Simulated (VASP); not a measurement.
# Ge (P1) in VASP: single point with PBE

Aim: the single point of Ge with PBE.

All numbers are computed with VASP 6.6.1; they aren't measurements. Logs are shortened: lines on timing, memory, paths and dates and some standing lists are left out, and cuts for length are marked.

### 1 The cell of the first run

The typed cell holds 24 atoms: a = 8.048 Å, b = 8.048 Å, c = 8.708 Å, α = 68.86°, β = 68.86°, γ = 82.49°.

### 2 Single point, PBE

INCAR

```
PREC = Accurate
ENCUT = 520
EDIFF = 1E-6
ISMEAR = -1
SIGMA = 0.1034
LREAL = Auto
LASPH = True
NELM = 100
ALGO = Normal
ISIF = 2
LWAVE = False
LCHARG = False
GGA = PE
NBANDS = 186
KPAR = 2
NCORE = 2
```

KPOINTS

```
Automatic mesh
0
Gamma
  2 2 2
  0.5 0.5 0.5
```

POSCAR

```
Ge
1.0
    5.3059851925      5.3099879177      2.9027016363
   -5.3059851925      5.3099879177      2.9027016363
    0.0000000000      0.0000000000      8.7081049089
Ge
24
Direct
    0.1689705085      0.6539607425      0.1653672212
    0.1780673489      0.2123084923      0.1239188570
    0.0439894585      0.6308431505      0.6384925698
    0.6133681949      0.5440634406      0.3565801435
    0.0514044342      0.0939132223      0.5864469083
    0.7410872652      0.0805752447      0.1762886304
    0.1116645244      0.5599714671      0.9346459641
    0.6840598753      0.7251954970      0.5488669664
    0.1197457080      0.2020584141      0.8603110237
    0.5312475736      0.1521573713      0.5585147859
    0.5686102134      0.6273887415      0.9941571636
    0.5499924416      0.2398440072      0.8607331361
    0.3780324031      0.4732211346      0.6862157755
    0.3506655029      0.8492839317      0.8367606831
    0.4390159103      0.2805341262      0.1975878736
    0.8032200608      0.3860952631      0.8223143311
    0.3679235312      0.8848186790      0.1587704961
    0.8149451460      0.9271791570      0.8452147754
    0.2611346895      0.4539801203      0.4389387945
    0.8505054293      0.3530675541      0.1589195062
    0.3829802934      0.9197492245      0.4612190527
    0.8495980015      0.7590981259      0.1632690618
    0.8760478933      0.3962602747      0.5108993340
    0.9971754353      0.9359606018      0.3659683588
```

Potentials or basis: VASP PAW PBE potentials, release 64 (Ge_d).

Command:

```
$ cat potpaw_PBE.64/Ge_d/POTCAR > POTCAR
$ mpirun -np 4 vasp_std > vasp.out
```

OUTCAR:

```text
PREC = Accurate
   ENCUT = 520
   EDIFF = 1E-6
   ISMEAR = -1
   LREAL = Auto
   LASPH = True
   NELM = 100
   ISIF = 2
   GGA = PE

 ion  position               nearest neighbor table
   1  0.169  0.654  0.165-  17 2.58   7 2.58  22 2.60  19 2.65  14 2.67
   2  0.178  0.212  0.124-   9 2.53  15 2.58  24 2.60  20 2.69   7 2.78  17 2.84
   3  0.044  0.631  0.638-  16 2.59  19 2.65   7 2.67  24 2.83
   4  0.613  0.544  0.357-  22 2.43  13 2.71  20 2.78  19 2.79   8 2.81  23 2.82
   5  0.051  0.094  0.586-  18 2.43  23 2.64  24 2.83  21 2.88
   6  0.741  0.081  0.176-  20 2.40  22 2.65  15 2.72
   7  0.112  0.560  0.935-  20 2.57   1 2.58  13 2.67   3 2.67   2 2.78  14 2.90
   8  0.684  0.725  0.549-   4 2.81  24 2.84  21 2.90
   9  0.120  0.202  0.860-   2 2.53  13 2.81  16 2.84
  10  0.531  0.152  0.559-  14 2.84  21 2.85
  11  0.569  0.627  0.994-  14 2.70  15 2.81
  12  0.550  0.240  0.861-  16 2.35  13 2.56  15 2.87
  13  0.378  0.473  0.686-  12 2.56   7 2.67  19 2.70   4 2.71   9 2.81
  14  0.351  0.849  0.837-   1 2.67  11 2.70  10 2.84   7 2.90
  15  0.439  0.281  0.198-   2 2.58   6 2.72  19 2.80  11 2.81  12 2.87
  16  0.803  0.386  0.822-  12 2.35  23 2.53   3 2.59   9 2.84
  17  0.368  0.885  0.159-   1 2.58  21 2.79   2 2.84
  18  0.815  0.927  0.845-   5 2.43  22 2.71
  19  0.261  0.454  0.439-   1 2.65   3 2.65  13 2.70   4 2.79  15 2.80
  20  0.851  0.353  0.159-   6 2.40   7 2.57   2 2.69   4 2.78
  21  0.383  0.920  0.461-  17 2.79  10 2.85   5 2.88   8 2.90
  22  0.850  0.759  0.163-   4 2.43   1 2.60   6 2.65  18 2.71
  23  0.876  0.396  0.511-  16 2.53   5 2.64   4 2.82
  24  0.997  0.936  0.366-   2 2.60   5 2.83   3 2.83   8 2.84

  LATTYP: Found a base centered monoclinic cell.
 ALAT       =    12.1031646234
 B/A-ratio  =     0.8767930302
 C/A-ratio  =     0.7194899169
 COS(beta)  =    -0.4796599446

  Lattice vectors:

 A1 = (  -5.3059851925,  -5.3099879177,  -2.9027016363)
 A2 = (   5.3059851925,  -5.3099879177,  -2.9027016363)
 A3 = (   0.0000000000,   0.0000000000,   8.7081049089)

Analysis of symmetry for initial positions (statically):
=====================================================================
 Subroutine PRICEL returns:
 Original cell was already a primitive cell.

 Routine SETGRP: Setting up the symmetry group for a
 base centered monoclinic supercell.

 Subroutine GETGRP returns: Found  1 space group operations
 (whereof  1 operations were pure point group operations)
 out of a pool of  4 trial point group operations.

[... 139 lines left out ...]
   EDIFFG = 0.1E-04   stopping-criterion for IOM
   NSW    =      0    number of steps for IOM
   IBRION =     -1    ionic relax: 0-MD 1-quasi-New 2-CG
   NFREE  =      0    steps in history (QN), initial steepest desc. (CG)
   ISIF   =      2    stress and relaxation
   ISYM   =      2    0-nonsym 1-usesym 2-fastsym
   POTIM  = 0.5000    time-step for ionic-motion
   TEBEG  =    0.0;   TEEND  =   0.0 temperature during run
   PSTRESS=    0.0 pullay stress
   NELECT =     336.0000    total number of electrons
   NUPDOWN=      -1.0000    fix difference up-down
   EMIN   =  10.00;   EMAX   =-10.00  energy-range for DOS
   EFERMI =   0.00;   METHOD = LEGACY
   ISMEAR =    -1;   SIGMA  =   0.10  broadening in eV -4-tet -1-fermi 0-gaus
   EFERMI_NEDOS =   21; number of points for ismear=-14 and -15
   IALGO  =     38    algorithm
   IMIX   =      4    mixing-type and parameters
     AMIX     =   0.40;   BMIX     =  1.00
     AMIX_MAG =   1.60;   BMIX_MAG =  1.00
  volume/ion in A,a.u.               =      20.45       137.97
  Fermi-wavevector in a.u.,A,eV,Ry     =   1.442946  2.726773 28.328611  2.082094
  Thomas-Fermi vector in A             =   2.561409
   LORBIT       =      0    0 simple, 1 ext, 2 COOP (PROOUT), +10 PAW based schemes
   GGA     = PE    functional components
   LHFCALC =     F    Hartree Fock is set to
   AEXX    =    0.0000 exact exchange contribution
   IVDW    =     0    specifies the selected vdW correction
   LEPSILON=     F    determine dielectric tensor
   LRPA    =     F    only Hartree local field effects (RPA)
 non-spin polarized calculation
  energy-cutoff  :      520.00
  volume of cell :      490.70
 maximum number of plane-waves:     13223
   NGX = 29   NGY = 29   NGZ = 33

 number of electron     336.0000031 magnetization

 Free energy of the ion-electron system (eV)
  ---------------------------------------------------
  ext. energy  EPLUGINS =         0.00000000
  ---------------------------------------------------
  free energy    TOTEN  =       -98.43824961 eV

  energy without entropy =      -98.05162855  energy(sigma->0) =      -98.24493908

 E-fermi :   5.8876     XC(G=0): -10.7843

 val. band max:        5.8863381072   @ k =  -0.2500  -0.2500   0.2500
 cond. band min:       5.9575882621   @ k =  -0.2500   0.2500  -0.2500
 fundamental gap:      0.0712501549
 Fermi energy:         5.8875751003

 k-point     1 :       0.2500    0.2500    0.2500
  band No.  band energies     occupation
      1     -19.0385      2.00000
      2     -19.0022      2.00000
      3     -18.9924      2.00000
      4     -18.9891      2.00000
      5     -18.9759      2.00000
      6     -18.9743      2.00000
[... 721 lines left out ...]
    179       7.6515      0.00000
    180       7.7557      0.00000
 [bands above 180 left out]

------------------------ aborting loop because EDIFF is reached ----------------------------------------

  FORCE on cell =-STRESS in cart. coord.  units (eV):
  Direction    XX          YY          ZZ          XY          YZ          ZX
  --------------------------------------------------------------------------------------
  -------------------------------------------------------------------------------------
  Total       -2.6221284     13.1164830     12.8099600      4.1400121     -3.2443620      1.1909374
  in kB       -8.5615288     42.8267156     41.8258852     13.5175810    -10.5931880      3.8885377
  external PRESSURE =      25.3636907 kB  Pullay stress =       0.0000000 kB

 VOLUME and BASIS-vectors are now :
 -----------------------------------------------------------------------------
  energy-cutoff  :      520.00
  volume of cell :      490.70
      direct lattice vectors                 reciprocal lattice vectors
     5.305985192  5.309987918  2.902701636     0.094233207  0.094162173  0.000000000
    -5.305985192  5.309987918  2.902701636    -0.094233207  0.094162173  0.000000000
     0.000000000  0.000000000  8.708104909     0.000000000 -0.062774782  0.114835548

 POSITION                                       TOTAL-FORCE (eV/Angst)
 -----------------------------------------------------------------------------------
     -2.57335      4.36975      3.82876        -0.224962     -0.346453      0.346846
     -0.18168      2.07289      2.21224         0.095960      0.194050      0.321034
     -3.11384      3.58335      7.51890        -0.561417      0.493812     -0.160679
      0.36773      6.14595      6.46482         0.123512     -0.866402     -0.269776
     -0.22555      0.77164      5.52866         0.451990      0.913785     -0.420568
      3.50467      4.36302      3.92018         0.155835     -0.941540     -0.444264
[... 16 lines left out ...]
      2.54575      6.75594      8.14210         0.198351      0.301304     -0.747602
      0.32481     10.26493      8.79821         0.188757     -0.544960      0.547961
 -----------------------------------------------------------------------------------
    total drift:                                0.000138      0.008507     -0.002092

  FREE ENERGIE OF THE ION-ELECTRON SYSTEM (eV)
  ---------------------------------------------------
  free  energy   TOTEN  =       -98.4382496138 eV

  energy  without entropy=      -98.0516285539  energy(sigma->0) =      -98.24493908
```

OSZICAR:

```text
N       E                     dE             d eps       ncg     rms          rms(c)
DAV:   1     0.589846889856E+04    0.58985E+04   -0.13317E+05  1624   0.517E+03
DAV:   2     0.132930663426E+04   -0.45692E+04   -0.44384E+04  1488   0.129E+03
DAV:   3     0.143275046292E+03   -0.11860E+04   -0.11552E+04  1488   0.341E+02
DAV:   4    -0.780827232067E+02   -0.22136E+03   -0.20669E+03  1664   0.134E+02
DAV:   5    -0.982815507958E+02   -0.20199E+02   -0.19339E+02  1656   0.389E+01    0.795E+00
DAV:   6    -0.984592583573E+02   -0.17771E+00   -0.79670E+00  2568   0.158E+01    0.373E+00
DAV:   7    -0.984322158880E+02    0.27042E-01   -0.11799E+00  1760   0.683E+00    0.137E+00
DAV:   8    -0.984337310282E+02   -0.15151E-02   -0.23295E-01  1728   0.690E+00    0.543E-01
DAV:   9    -0.984359412345E+02   -0.22102E-02   -0.58620E-02  1720   0.368E+00    0.264E-01
DAV:  10    -0.984371043779E+02   -0.11631E-02   -0.23204E-02  1776   0.240E+00    0.821E-02
DAV:  11    -0.984380644048E+02   -0.96003E-03   -0.10594E-02  1568   0.108E+00    0.470E-02
DAV:  12    -0.984382189995E+02   -0.15459E-03   -0.25832E-03  1816   0.542E-01    0.329E-02
DAV:  13    -0.984382151311E+02    0.38684E-05   -0.40238E-04  1920   0.349E-01    0.153E-02
DAV:  14    -0.984382466354E+02   -0.31504E-04   -0.33396E-04  1568   0.126E-01    0.794E-03
DAV:  15    -0.984382495634E+02   -0.29280E-05   -0.47370E-05  1496   0.995E-02    0.501E-03
DAV:  16    -0.984382496138E+02   -0.50364E-07   -0.61247E-06  1392   0.610E-02
   1 F= -.98438250E+02 E0= -.98244939E+02  d E =-.386621E+00
```

Run time: 5.8 min. Hardware: 4 MPI ranks of Oxide Virtual Turin-like, shared host; peak memory 0.4 GiB.

What came out:

```yaml
Free_energy: -98.4382 eV
Pressure: 2.5 GPa
Largest_force: 1.957 eV/Å
Band_gap_on_the_k_mesh: zero (bands 168 and 169 overlap by 0.16 eV)
```

Forces on the atoms (eV/Å):
```
Ge  -0.225 -0.346  0.347
Ge   0.096  0.194  0.321
Ge  -0.561  0.494 -0.161
Ge   0.124 -0.866 -0.270
Ge   0.452  0.914 -0.421
Ge   0.156 -0.942 -0.444
Ge  -0.036  0.549 -0.507
Ge  -0.322 -0.098  0.290
Ge   0.190 -0.212 -0.922
Ge   0.097  0.110  0.197
Ge   0.463  0.476 -0.356
Ge   0.729 -1.725 -0.566
Ge  -0.246  0.054  0.362
Ge  -0.058  0.352 -0.376
Ge  -0.161 -0.025  0.349
Ge   0.058  1.235  1.420
Ge   0.036  0.287  0.259
Ge  -0.455 -1.301  0.462
Ge   0.427 -0.529 -0.276
Ge  -0.721  0.480  0.742
Ge  -0.148 -0.106  0.093
Ge  -0.281  1.250 -0.343
Ge   0.198  0.301 -0.748
Ge   0.189 -0.545  0.548
```

Stress tensor (GPa, compression positive):
```
-0.86  1.35  0.39
 1.35  4.28 -1.06
 0.39 -1.06  4.18
```

Caveat: the k points lie up to 0.42 Å⁻¹ apart; the atoms stand as in a frame of molecular dynamics; semilocal functionals underestimate gaps, and a narrow one can read as zero; forces of over 1 eV/Å act on the atoms, so gaps and moduli don't describe the material at rest.

The gap in the log of VASP goes by the Fermi energy; the results here count the filled bands.